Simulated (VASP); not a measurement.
# Rh (Fm-3m) in VASP: notebook

Rh is run at these levels: LDA; tasks: single point.

Program: VASP 6.6.1. These are calculated values, not measurements. Logs are shortened: lines on timing, memory, paths and dates and some standing lists are left out, and cuts for length are marked.

### 1 The cell of the first run

It takes space group Fm-3m (No. 225, cubic). Conventional cell: a = 3.754 Å, b = 3.754 Å, c = 3.754 Å, α = 90.00°, β = 90.00°, γ = 90.00°. Within 3.5 Å of Rh (site symmetry m-3m) lie 12 Rh at 2.65 Å.

### 2 Single point, LDA, collinear spin, ferromagnetic start (13.23 Å³/atom)

File INCAR:

```
SYSTEM = Rh
ALGO = Normal
EDIFF = 1E-6
ENCUT = 520
ISIF = 2
ISMEAR = 0
ISPIN = 2
LASPH = .True.
LCHARG = .False.
LMAXMIX = 4
LORBIT = 11
LREAL = .False.
LWAVE = .False.
MAGMOM = 0.875
NBANDS = 18
NELM = 150
NUPDOWN = 0.875
PREC = Accurate
SIGMA = 0.15
```

File KPOINTS:

```
k-points
0
Gamma
  22 22 22
  0 0 0
```

File POSCAR:

```
Rh
1.0
    0.0000000000      1.8770352617      1.8770352617
    1.8770352617      0.0000000000      1.8770352617
    1.8770352617      1.8770352617      0.0000000000
Rh
1
Direct
    0.0000000000      0.0000000000      0.0000000000
```

Potentials or basis: VASP PAW LDA potentials, release 64 (Rh_pv).

On the command line:

```console
> cat potpaw_LDA.64/Rh_pv/POTCAR > POTCAR
> mpirun -np 1 vasp_std > vasp.out
```

OUTCAR:

```text
SYSTEM = Rh
   EDIFF = 1E-6
   ENCUT = 520
   ISIF = 2
   ISMEAR = 0
   ISPIN = 2
   LASPH = .True.
   LORBIT = 11
   LREAL = .False.
   NELM = 150
   NUPDOWN = 0.875
   PREC = Accurate

 ion  position               nearest neighbor table
   1  0.000  0.000  0.000-

  LATTYP: Found a face centered cubic cell.
 ALAT       =     3.7540705234

  Lattice vectors:

 A1 = (   0.0000000000,   1.8770352617,   1.8770352617)
 A2 = (   1.8770352617,   0.0000000000,   1.8770352617)
 A3 = (   1.8770352617,   1.8770352617,   0.0000000000)

Analysis of symmetry for initial positions (statically):
=====================================================================
 Subroutine PRICEL returns:
 Original cell was already a primitive cell.

 Routine SETGRP: Setting up the symmetry group for a
 face centered cubic supercell.

 Subroutine GETGRP returns: Found 48 space group operations
 (whereof 48 operations were pure point group operations)
 out of a pool of 48 trial point group operations.

The static configuration has the point symmetry O_h .

Analysis of symmetry for dynamics (positions and initial velocities):
=====================================================================
 Subroutine PRICEL returns:
 Original cell was already a primitive cell.

 Routine SETGRP: Setting up the symmetry group for a
 face centered cubic supercell.

 Subroutine GETGRP returns: Found 48 space group operations
 (whereof 48 operations were pure point group operations)
 out of a pool of 48 trial point group operations.

The dynamic configuration has the point symmetry O_h .

Analysis of structural, dynamic, and magnetic symmetry:
=====================================================================
 Subroutine PRICEL returns:
 Original cell was already a primitive cell.

 Routine SETGRP: Setting up the symmetry group for a
 face centered cubic supercell.

 Subroutine GETGRP returns: Found 48 space group operations
 (whereof 48 operations were pure point group operations)
 out of a pool of 48 trial point group operations.

The overall configuration has the point symmetry O_h .

 Subroutine INISYM returns: Found 48 space group operations
 (whereof 48 operations are pure point group operations),
 and found     1 'primitive' translations

----------------------------------------------------------------------------------------

                                     Primitive cell

  volume of cell :      13.2266

  direct lattice vectors                    reciprocal lattice vectors
     0.000000000  1.877035262  1.877035262    -0.266377521  0.266377521  0.266377521
     1.877035262  0.000000000  1.877035262     0.266377521 -0.266377521  0.266377521
     1.877035262  1.877035262  0.000000000     0.266377521  0.266377521 -0.266377521

  length of vectors
     2.654528724  2.654528724  2.654528724     0.461379401  0.461379401  0.461379401

  position of ions in fractional coordinates (direct lattice)
     0.000000000  0.000000000  0.000000000

  ion indices of the primitive-cell ions
   primitive index   ion index
                 1           1

----------------------------------------------------------------------------------------

 KPOINTS: k-points

Automatic generation of k-mesh.
 Grid dimensions read from file:
 generate k-points for:   22   22   22

 Generating k-lattice:

  Cartesian coordinates                     Fractional coordinates (reciprocal lattice)
    -0.012108069  0.012108069  0.012108069     0.045454545  0.000000000  0.000000000
     0.012108069 -0.012108069  0.012108069     0.000000000  0.045454545  0.000000000
     0.012108069  0.012108069 -0.012108069     0.000000000  0.000000000  0.045454545

  Length of vectors
     0.020971791  0.020971791  0.020971791

  Shift w.r.t. Gamma in fractional coordinates (k-lattice)
     0.000000000  0.000000000  0.000000000

 Subroutine IBZKPT returns following result:
 ===========================================

 Found    328 irreducible k-points:

 Following reciprocal coordinates:
            Coordinates               Weight
  0.000000  0.000000  0.000000      1.000000
  0.045455  0.000000  0.000000      8.000000
  0.090909  0.000000  0.000000      8.000000
  0.136364  0.000000  0.000000      8.000000
  0.181818  0.000000  0.000000      8.000000
  0.227273  0.000000  0.000000      8.000000
[... 16 lines left out ...]
  0.500000  0.045455  0.000000     24.000000
 -0.454545  0.045455  0.000000     24.000000
 [... further k-points ...]
   k-points           NKPTS =    328   k-points in BZ     NKDIM =    328   number of bands    NBANDS=     18
   number of dos      NEDOS =    301   number of ions     NIONS =      1
   total plane-waves  NPLWV =   8000
   dimension x,y,z NGX =    20 NGY =   20 NGZ =   20
   dimension x,y,z NGXF=    40 NGYF=   40 NGZF=   40
   ions per type =               1
   NGX,Y,Z   is equivalent  to a cutoff of  12.53, 12.53, 12.53 a.u.
   NGXF,Y,Z  is equivalent  to a cutoff of  25.05, 25.05, 25.05 a.u.
 SYSTEM =  Rh
   PREC   = accura    normal or accurate (medium, high low for compatibility)
   ISTART =      0    job   : 0-new  1-cont  2-samecut
   ICHARG =      2    charge: 1-file 2-atom 10-const
   ISPIN  =      2    spin polarized calculation?
   LNONCOLLINEAR =      F non collinear calculations
   LSORBIT =      F    spin-orbit coupling
   LASPH  =      T    aspherical Exc in radial PAW
   ENCUT  =  520.0 eV  38.22 Ry    6.18 a.u.   4.94  4.94  4.94*2*pi/ulx,y,z
   NELM   =    150;   NELMIN=  2; NELMDL= -5     # of ELM steps
   EDIFF  = 0.1E-05   stopping-criterion for ELM
   LREAL  =      F    real-space projection
   EDIFFG = 0.1E-04   stopping-criterion for IOM
   NSW    =      0    number of steps for IOM
   IBRION =     -1    ionic relax: 0-MD 1-quasi-New 2-CG
   NFREE  =      0    steps in history (QN), initial steepest desc. (CG)
   ISIF   =      2    stress and relaxation
   ISYM   =      2    0-nonsym 1-usesym 2-fastsym
   POTIM  = 0.5000    time-step for ionic-motion
   TEBEG  =    0.0;   TEEND  =   0.0 temperature during run
   PSTRESS=    0.0 pullay stress
   NELECT =      15.0000    total number of electrons
   NUPDOWN=       0.8750    fix difference up-down
   EMIN   =  10.00;   EMAX   =-10.00  energy-range for DOS
   EFERMI =   0.00;   METHOD = LEGACY
   ISMEAR =     0;   SIGMA  =   0.15  broadening in eV -4-tet -1-fermi 0-gaus
   EFERMI_NEDOS =   21; number of points for ismear=-14 and -15
   IALGO  =     38    algorithm
   IMIX   =      4    mixing-type and parameters
     AMIX     =   0.40;   BMIX     =  1.00
     AMIX_MAG =   1.60;   BMIX_MAG =  1.00
  volume/ion in A,a.u.               =      13.23        89.26
  Fermi-wavevector in a.u.,A,eV,Ry     =   1.707220  3.226178 39.655542  2.914600
  Thomas-Fermi vector in A             =   2.786112
   LORBIT       =     11    0 simple, 1 ext, 2 COOP (PROOUT), +10 PAW based schemes
   GGA     = CA    functional components
   LHFCALC =     F    Hartree Fock is set to
   AEXX    =    0.0000 exact exchange contribution
   IVDW    =     0    specifies the selected vdW correction
   LEPSILON=     F    determine dielectric tensor
   LRPA    =     F    only Hartree local field effects (RPA)
 spin polarized calculation
 Gauss-broadening in eV      SIGMA  =   0.15
  energy-cutoff  :      520.00
  volume of cell :       13.23
 maximum number of plane-waves:       367
   NGX =  9   NGY =  9   NGZ =  9

 number of electron      15.0000002 magnetization       0.8750000

 Free energy of the ion-electron system (eV)
  ---------------------------------------------------
  ext. energy  EPLUGINS =         0.00000000
  ---------------------------------------------------
  free energy    TOTEN  =        -8.51090654 eV

  energy without entropy =       -8.49279242  energy(sigma->0) =       -8.50184948

 E-fermi :  11.9909     XC(G=0): -14.5926

 val. band max:       12.7487928512   @ k =   0.3636   0.2727   0.0000
 cond. band min:      11.9931896497   @ k =   0.1364   0.1364   0.0000
 fundamental gap:     -0.7556032015
 Fermi energy:        12.7545281769

 spin component 1

 k-point     1 :       0.0000    0.0000    0.0000
  band No.  band energies     occupation
      1     -34.0354      1.00000
      2     -34.0354      1.00000
      3     -34.0354      1.00000
      4       4.0230      1.00000
      5       8.9289      1.00000
      6       8.9289      1.00000
[... 10 lines left out ...]
     17      45.6664      0.00000
     18      45.6664      0.00000

 k-point     2 :       0.0455    0.0000    0.0000
  band No.  band energies     occupation
      1     -34.0533      1.00000
      2     -34.0378      1.00000
      3     -34.0378      1.00000
      4       4.1102      1.00000
      5       8.8891      1.00000
      6       8.9639      1.00000
[... 10 lines left out ...]
     17      45.3836      0.00000
     18      45.3836      0.00000

 k-point     3 :       0.0909    0.0000    0.0000
  band No.  band energies     occupation
      1     -34.1054      1.00000
      2     -34.0448      1.00000
      3     -34.0448      1.00000
      4       4.3638      1.00000
      5       8.7835      1.00000
      6       9.0603      1.00000
[... 10 lines left out ...]
     17      44.5500      0.00000
     18      44.5500      0.00000

 k-point     4 :       0.1364    0.0000    0.0000
  band No.  band energies     occupation
      1     -34.1869      1.00000
      2     -34.0557      1.00000
      3     -34.0557      1.00000
      4       4.7564      1.00000
      5       8.6539      1.00000
      6       9.1889      1.00000
[... 375 lines left out ...]
      4       5.8766      1.00000
      5       8.8127      1.00000
      6       8.9492      1.00000
[... 10 lines left out ...]
     17      44.2937      0.00000
     18      50.8169      0.00000

 k-point    23 :       0.5000    0.0455    0.0000
  band No.  band energies     occupation
      1     -34.8766      1.00000
      2     -34.1629      1.00000
      3     -34.1560      1.00000
      4       5.8400      1.00000
      5       8.7794      1.00000
      6       8.9018      1.00000
[... 10 lines left out ...]
     17      45.4030      0.00000
     18      51.2397      0.00000

 k-point    24 :      -0.4545    0.0455    0.0000
  band No.  band energies     occupation
      1     -34.8711      1.00000
      2     -34.1652      1.00000
      3     -34.1521      1.00000
      4       5.8484      1.00000
      5       8.7963      1.00000
      6       8.9008      1.00000
[... 10 lines left out ...]
     17      45.1755      0.00000
     18      51.6433      0.00000

 [... further k-points ...]

 spin component 2

 k-point     1 :       0.0000    0.0000    0.0000
  band No.  band energies     occupation
      1     -33.4082      1.00000
      2     -33.4082      1.00000
      3     -33.4082      1.00000
      4       4.2277      1.00000
      5       9.4465      1.00000
      6       9.4465      1.00000
[... 10 lines left out ...]
     17      45.9615      0.00000
     18      45.9615      0.00000

 k-point     2 :       0.0455    0.0000    0.0000
  band No.  band energies     occupation
      1     -33.4264      1.00000
      2     -33.4107      1.00000
      3     -33.4107      1.00000
      4       4.3150      1.00000
      5       9.4046      1.00000
      6       9.4820      1.00000
[... 10 lines left out ...]
     17      45.6797      0.00000
     18      45.6797      0.00000

 k-point     3 :       0.0909    0.0000    0.0000
  band No.  band energies     occupation
      1     -33.4793      1.00000
      2     -33.4177      1.00000
      3     -33.4177      1.00000
      4       4.5696      1.00000
      5       9.2926      1.00000
      6       9.5796      1.00000
[... 10 lines left out ...]
     17      44.8478      0.00000
     18      44.8478      0.00000

 k-point     4 :       0.1364    0.0000    0.0000
  band No.  band energies     occupation
      1     -33.5621      1.00000
      2     -33.4288      1.00000
      3     -33.4288      1.00000
      4       4.9655      1.00000
      5       9.1514      1.00000
      6       9.7103      1.00000
[... 375 lines left out ...]
      4       6.2638      1.00000
      5       9.3352      1.00000
      6       9.4755      1.00000
[... 10 lines left out ...]
     17      44.5149      0.00000
     18      51.1480      0.00000

 k-point    23 :       0.5000    0.0455    0.0000
  band No.  band energies     occupation
      1     -34.2626      1.00000
      2     -33.5373      1.00000
      3     -33.5303      1.00000
      4       6.2303      1.00000
      5       9.3011      1.00000
      6       9.4276      1.00000
[... 10 lines left out ...]
     17      45.6245      0.00000
     18      51.5203      0.00000

 k-point    24 :      -0.4545    0.0455    0.0000
  band No.  band energies     occupation
      1     -34.2570      1.00000
      2     -33.5397      1.00000
      3     -33.5263      1.00000
      4       6.2381      1.00000
      5       9.3181      1.00000
      6       9.4267      1.00000
[... 10 lines left out ...]
     17      45.3981      0.00000
     18      51.8942      0.00000

 [... further k-points ...]

------------------------ aborting loop because EDIFF is reached ----------------------------------------

  FORCE on cell =-STRESS in cart. coord.  units (eV):
  Direction    XX          YY          ZZ          XY          YZ          ZX
  --------------------------------------------------------------------------------------
  -------------------------------------------------------------------------------------
  Total        0.5986528      0.5986528      0.5986528     -0.0000000     -0.0000000      0.0000000
  in kB       72.5167451     72.5167451     72.5167451     -0.0000000     -0.0000000      0.0000000
  external PRESSURE =      72.5167451 kB  Pullay stress =       0.0000000 kB

 VOLUME and BASIS-vectors are now :
 -----------------------------------------------------------------------------
  energy-cutoff  :      520.00
  volume of cell :       13.23
      direct lattice vectors                 reciprocal lattice vectors
     0.000000000  1.877035262  1.877035262    -0.266377521  0.266377521  0.266377521
     1.877035262  0.000000000  1.877035262     0.266377521 -0.266377521  0.266377521
     1.877035262  1.877035262  0.000000000     0.266377521  0.266377521 -0.266377521

 POSITION                                       TOTAL-FORCE (eV/Angst)
 -----------------------------------------------------------------------------------
      0.00000      0.00000      0.00000         0.000000     -0.000000     -0.000000
 -----------------------------------------------------------------------------------
    total drift:                                0.000000      0.000000      0.000000

  FREE ENERGIE OF THE ION-ELECTRON SYSTEM (eV)
  ---------------------------------------------------
  free  energy   TOTEN  =        -8.5109065383 eV

  energy  without entropy=       -8.4927924158  energy(sigma->0) =       -8.50184948

 total charge

# of ion       s       p       d       tot
------------------------------------------
    1        0.433   6.327   7.106  13.866

 magnetization (x)

# of ion       s       p       d       tot
------------------------------------------
    1        0.003   0.009   0.841   0.853
```

Wall time 48 s (1 thread of Intel Xeon 6975P-C (Granite Rapids), shared host); peak memory 0.21 GiB.

Results:

```yaml
Free_energy: -8.5109 eV
Pressure: 7.3 GPa
Net_moment: 0.88 μB per cell
Site_moments: Rh +0.85 μB
Valence_electrons_inside_the_program's_atomic_spheres: Rh 13.87
```

Caveat: the cell stands under pressure; the total moment is fixed, so each spin has its own Fermi level.

(Part 1 of 2 ends here.)
